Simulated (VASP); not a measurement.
Wanted: the native input for a VASP 6.6.1 run.

- Task: relaxation of cell and atoms
- Functional: PBE
- Potentials or basis: VASP PAW PBE potentials, release 64 (Al, B, N)
- Cutoff: 600 eV
- k mesh: 3 × 3 × 2
- Occupations: gaussian, width 0.15 eV
- Spin: no spin polarisation
- Dipole correction: no
- Further INCAR settings: ALGO = Normal; EDIFF = 1e-06; IBRION = 2; EDIFFG = -0.08; NSW = 36; ISIF = 3

The structure of Al3BN2 lies in POSCAR:

```
Al3BN2
1.0
    4.8450000000     -2.7950000000      0.0000000000
    4.8450000000      2.7950000000      0.0000000000
    0.0000000000      0.0000000000      5.2700000000
Al B N
6 2 4
Direct
    0.1667000000      0.8333000000      0.3750000000
    0.8333000000      0.1667000000      0.8750000000
    0.8334000000      0.5000000000      0.3750000000
    0.5000000000      0.8334000000      0.8750000000
    0.1666000000      0.5000000000      0.8750000000
    0.5000000000      0.1666000000      0.3750000000
    0.1667000000      0.8333000000      0.0000000000
    0.8333000000      0.1667000000      0.5000000000
    0.8334000000      0.5000000000      0.0000000000
    0.5000000000      0.8334000000      0.5000000000
    0.1666000000      0.5000000000      0.5000000000
    0.5000000000      0.1666000000      0.0000000000
```

The input as run:

INCAR

```
PREC = Accurate
ENCUT = 600
EDIFF = 1E-6
ISMEAR = 0
SIGMA = 0.15
LREAL = False
LASPH = True
NELM = 100
ALGO = Normal
ISIF = 3
LWAVE = False
LCHARG = False
GGA = PE
IBRION = 2
NSW = 36
EDIFFG = -0.08
```

KPOINTS

```
regular mesh
0
Gamma
  3 3 2
```

Potentials or basis: VASP PAW PBE potentials, release 64 (Al, B, N).

Command:

```bash
$ cat potpaw_PBE.64/Al/POTCAR potpaw_PBE.64/B/POTCAR potpaw_PBE.64/N/POTCAR > POTCAR
$ mpirun -np 1 vasp_std > vasp.out
```

Results of the run:

```json
{
  "Relaxed volume": "11.74 Å³/atom",
  "Relaxed cell": "a = 5.751 Å, b = 5.751 Å, c = 4.825 Å, α = 90.00°, β = 90.00°, γ = 62.01°",
  "Space group after relaxing (to 0.1 Å)": "Cmc2_1 (No. 36)",
  "Energy gained by relaxing": "233.9 meV/atom",
  "Ionic steps": "18",
  "Pressure after relaxing": "0.0 GPa",
  "Largest force after relaxing": "0.057 eV/Å",
  "Band gap on the k mesh": "0.19 eV (least direct gap 0.36 eV)"
}
```

Caveat: the k points lie up to 0.65 Å⁻¹ apart in the final cell; the relaxation stopped at a loose force limit of 0.08 eV/Å, so its end isn't a converged minimum.

Run time: 7.8 min on 1 thread of Intel(R) Xeon(R) Platinum 8259CL CPU @ 2.50GHz (Skylake/Cascade Lake), on a shared host, peak memory 0.31 GiB.
